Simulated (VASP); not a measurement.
# AlAs (F-43m) in VASP: further runs

The runs below take AlAs through single point, with PBE.

Everything below comes from runs of VASP 6.6.1. Logs are shortened: lines on timing, memory, paths and dates and some standing lists are left out, and cuts for length are marked.

## 1. The cell of the first run

The structure is cubic, space group F-43m (No. 216). Conventional cell: a = 5.678 Å, b = 5.678 Å, c = 5.678 Å, α = 90.00°, β = 90.00°, γ = 90.00°. Al (site symmetry -43m) has 4 As at 2.46 Å within 3.2 Å. Within 3.2 Å of As (site symmetry -43m) lie 4 Al at 2.46 Å.

## 2. Single point, PBE

The input, INCAR:

```
PREC = Accurate
ENCUT = 500
EDIFF = 1E-6
ISMEAR = 0
SIGMA = 0.01
LREAL = False
LASPH = True
NELM = 120
ALGO = Normal
ISIF = 2
LWAVE = False
LCHARG = False
GGA = PE
NBANDS = 11
GGA_COMPAT = False
```

The input, KPOINTS:

```
Automatic mesh
0
Gamma
  4 4 4
```

The input, POSCAR:

```
AlAs
1.0
    0.0000000000      2.8389245968      2.8389245968
    2.8389245968      0.0000000000      2.8389245968
    2.8389245968      2.8389245968      0.0000000000
Al As
1 1
Direct
    0.0000000000      0.0000000000      0.0000000000
    0.2500000000      0.2500000000      0.2500000000
```

Potentials or basis: VASP PAW PBE potentials, release 64 (Al, As).

Command:

```
cat potpaw_PBE.64/Al/POTCAR potpaw_PBE.64/As/POTCAR > POTCAR
mpirun -np 1 vasp_std > vasp.out
```

OUTCAR:

```text
PREC = Accurate
   ENCUT = 500
   EDIFF = 1E-6
   ISMEAR = 0
   LREAL = False
   LASPH = True
   NELM = 120
   ISIF = 2
   GGA = PE

 ion  position               nearest neighbor table
   1  0.000  0.000  0.000-   2 2.46   2 2.46   2 2.46   2 2.46
   2  0.250  0.250  0.250-   1 2.46   1 2.46   1 2.46   1 2.46

  LATTYP: Found a face centered cubic cell.
 ALAT       =     5.6778491936

  Lattice vectors:

 A1 = (   0.0000000000,   2.8389245968,   2.8389245968)
 A2 = (   2.8389245968,   0.0000000000,   2.8389245968)
 A3 = (   2.8389245968,   2.8389245968,   0.0000000000)

Analysis of symmetry for initial positions (statically):
=====================================================================
 Subroutine PRICEL returns:
 Original cell was already a primitive cell.

 Routine SETGRP: Setting up the symmetry group for a
 face centered cubic supercell.

 Subroutine GETGRP returns: Found 24 space group operations
 (whereof 24 operations were pure point group operations)
 out of a pool of 48 trial point group operations.

The static configuration has the point symmetry T_d .

Analysis of symmetry for dynamics (positions and initial velocities):
=====================================================================
 Subroutine PRICEL returns:
 Original cell was already a primitive cell.

 Routine SETGRP: Setting up the symmetry group for a
 face centered cubic supercell.

 Subroutine GETGRP returns: Found 24 space group operations
 (whereof 24 operations were pure point group operations)
 out of a pool of 48 trial point group operations.

The dynamic configuration has the point symmetry T_d .

 Subroutine INISYM returns: Found 24 space group operations
 (whereof 24 operations are pure point group operations),
 and found     1 'primitive' translations

----------------------------------------------------------------------------------------

                                     Primitive cell

  volume of cell :      45.7606

  direct lattice vectors                    reciprocal lattice vectors
     0.000000000  2.838924597  2.838924597    -0.176123029  0.176123029  0.176123029
     2.838924597  0.000000000  2.838924597     0.176123029 -0.176123029  0.176123029
     2.838924597  2.838924597  0.000000000     0.176123029  0.176123029 -0.176123029

  length of vectors
     4.014845667  4.014845667  4.014845667     0.305054035  0.305054035  0.305054035

  position of ions in fractional coordinates (direct lattice)
     0.000000000  0.000000000  0.000000000
     0.250000000  0.250000000  0.250000000

[... 68 lines left out ...]
   TEBEG  =    0.0;   TEEND  =   0.0 temperature during run
   PSTRESS=    0.0 pullay stress
   NELECT =       8.0000    total number of electrons
   NUPDOWN=      -1.0000    fix difference up-down
   EMIN   =  10.00;   EMAX   =-10.00  energy-range for DOS
   EFERMI =   0.00;   METHOD = LEGACY
   ISMEAR =     0;   SIGMA  =   0.01  broadening in eV -4-tet -1-fermi 0-gaus
   EFERMI_NEDOS =   21; number of points for ismear=-14 and -15
   IALGO  =     38    algorithm
   IMIX   =      4    mixing-type and parameters
     AMIX     =   0.40;   BMIX     =  1.00
     AMIX_MAG =   1.60;   BMIX_MAG =  1.00
  volume/ion in A,a.u.               =      22.88       154.40
  Fermi-wavevector in a.u.,A,eV,Ry     =   0.915393  1.729842 11.400928  0.837945
  Thomas-Fermi vector in A             =   2.040129
   LORBIT       =      0    0 simple, 1 ext, 2 COOP (PROOUT), +10 PAW based schemes
   GGA     = PE    functional components
   LHFCALC =     F    Hartree Fock is set to
   AEXX    =    0.0000 exact exchange contribution
   IVDW    =     0    specifies the selected vdW correction
   LEPSILON=     F    determine dielectric tensor
   LRPA    =     F    only Hartree local field effects (RPA)
 non-spin polarized calculation
 Gauss-broadening in eV      SIGMA  =   0.01
  energy-cutoff  :      500.00
  volume of cell :       45.76
 maximum number of plane-waves:      1211
 NGX is ok and might be reduce to    30
   NGX = 15   NGY = 15   NGZ = 15

 number of electron       7.9999999 magnetization

 Free energy of the ion-electron system (eV)
  ---------------------------------------------------
  ext. energy  EPLUGINS =         0.00000000
  ---------------------------------------------------
  free energy    TOTEN  =        -9.26468704 eV

  energy without entropy =       -9.26468704  energy(sigma->0) =       -9.26468704

 E-fermi :   3.9343     XC(G=0):  -8.9862

 val. band max:        3.8529091636   @ k =   0.0000   0.0000   0.0000
 cond. band min:       5.2790180867   @ k =   0.5000   0.5000   0.0000
 fundamental gap:      1.4261089231
 Fermi energy:         3.9343160427

 k-point     1 :       0.0000    0.0000    0.0000
  band No.  band energies     occupation
      1      -7.9617      2.00000
      2       3.8529      2.00000
      3       3.8529      2.00000
      4       3.8529      2.00000
      5       5.8357      0.00000
      6       8.0967      0.00000
      7       8.0967      0.00000
      8       8.0967      0.00000
      9      12.6594      0.00000
     10      12.8211      0.00000
     11      12.8211      0.00000
[... 85 lines left out ...]
 k-point     8 :      -0.2500    0.5000    0.2500
  band No.  band energies     occupation
      1      -5.9762      2.00000
      2      -1.2331      2.00000
      3       0.6980      2.00000
      4       1.0442      2.00000
      5       8.1629      0.00000
      6       9.4352      0.00000
      7       9.5014      0.00000
      8       9.8766      0.00000
      9      14.3875      0.00000
     10      16.0641      0.00000
     11      16.3726      0.00000

------------------------ aborting loop because EDIFF is reached ----------------------------------------

  FORCE on cell =-STRESS in cart. coord.  units (eV):
  Direction    XX          YY          ZZ          XY          YZ          ZX
  --------------------------------------------------------------------------------------
  -------------------------------------------------------------------------------------
  Total        0.6729402      0.6729402      0.6729402     -0.0000000     -0.0000000      0.0000000
  in kB       23.5610970     23.5610970     23.5610970     -0.0000000     -0.0000000      0.0000000
  external PRESSURE =      23.5610970 kB  Pullay stress =       0.0000000 kB

 VOLUME and BASIS-vectors are now :
 -----------------------------------------------------------------------------
  energy-cutoff  :      500.00
  volume of cell :       45.76
      direct lattice vectors                 reciprocal lattice vectors
     0.000000000  2.838924597  2.838924597    -0.176123029  0.176123029  0.176123029
     2.838924597  0.000000000  2.838924597     0.176123029 -0.176123029  0.176123029
     2.838924597  2.838924597  0.000000000     0.176123029  0.176123029 -0.176123029

 POSITION                                       TOTAL-FORCE (eV/Angst)
 -----------------------------------------------------------------------------------
      0.00000      0.00000      0.00000         0.000000      0.000000      0.000000
      1.41946      1.41946      1.41946        -0.000000     -0.000000     -0.000000
 -----------------------------------------------------------------------------------
    total drift:                               -0.000000     -0.000000     -0.000000

  FREE ENERGIE OF THE ION-ELECTRON SYSTEM (eV)
  ---------------------------------------------------
  free  energy   TOTEN  =        -9.2646870383 eV

  energy  without entropy=       -9.2646870383  energy(sigma->0) =       -9.26468704
```

stdout:

```text
POSCAR found type information on POSCAR AlAs
 POSCAR found :  2 types and       2 ions
 scaLAPACK will be used
 LDA part: xc-table for (Slater+PW92), standard interpolation
 POSCAR, INCAR and KPOINTS ok, starting setup
 FFT: planning ... GRIDC
 FFT: planning ... GRID_SOFT
 FFT: planning ... GRID
 WAVECAR not read
 entering main loop
```

Run time: 4 s. Hardware: 1 thread of Intel Xeon 6975P-C (Granite Rapids), shared host; peak memory 0.16 GiB.

What came out:

```
Free energy            : -9.2647 eV
Pressure               : 2.4 GPa
Band gap on the k mesh : 1.43 eV, indirect (least direct gap 1.98 eV)
```

Caveat: the k points lie up to 0.48 Å⁻¹ apart. A k mesh can miss the band edges.

## 3. Single point, PBE

The input, INCAR:

```
SYSTEM = AlAs
  PREC = Accurate
  ENCUT = 500
  EDIFF = 1E-6
  ISMEAR = 0
  SIGMA = 0.01
  LREAL = .False.
  LASPH = .True.
  NELM = 120
  ALGO = Normal
  ISIF = 2
  LWAVE = .False.
  LCHARG = .False.
  GGA = PE
  NBANDS = 11
  GGA_COMPAT = .False.
```

The input, KPOINTS:

```
regular mesh
0
Gamma
  4 4 4
  0 0 0
```

POSCAR is that of step 2.

Potentials or basis: VASP PAW PBE potentials, release 64 (Al, As).

Command:

```
cat potpaw_PBE.64/Al/POTCAR potpaw_PBE.64/As/POTCAR > POTCAR
mpirun -np 1 vasp_std > vasp.out
```

Run time: 3.7 s. Hardware: 1 thread of Intel Xeon 6975P-C (Granite Rapids), shared host; peak memory 0.15 GiB.

Results (log left out):

| Item | Value |
| --- | --- |
| Free energy | -9.2647 eV |
| Pressure | 2.4 GPa |
| Band gap on the k mesh | 1.43 eV, indirect (least direct gap 1.98 eV) |

Levels at points of the mesh, in eV from the valence-band top:
| k point | band 2 | band 3 | band 4 | band 5 | band 6 | band 7 |
| --- | --- | --- | --- | --- | --- | --- |
| (0.00, 0.00, 0.00) | 0.00 | 0.00 | 0.00 | 1.98 | 4.24 | 4.24 |
| (0.50, 0.00, 0.00) | -5.55 | -0.82 | -0.82 | 2.09 | 4.65 | 4.65 |
| (0.50, 0.50, 0.00) | -5.42 | -2.16 | -2.16 | 1.43 | 2.27 | 10.25 |

Caveat: the k points lie up to 0.48 Å⁻¹ apart.

(Part 1 of 2 ends here.)
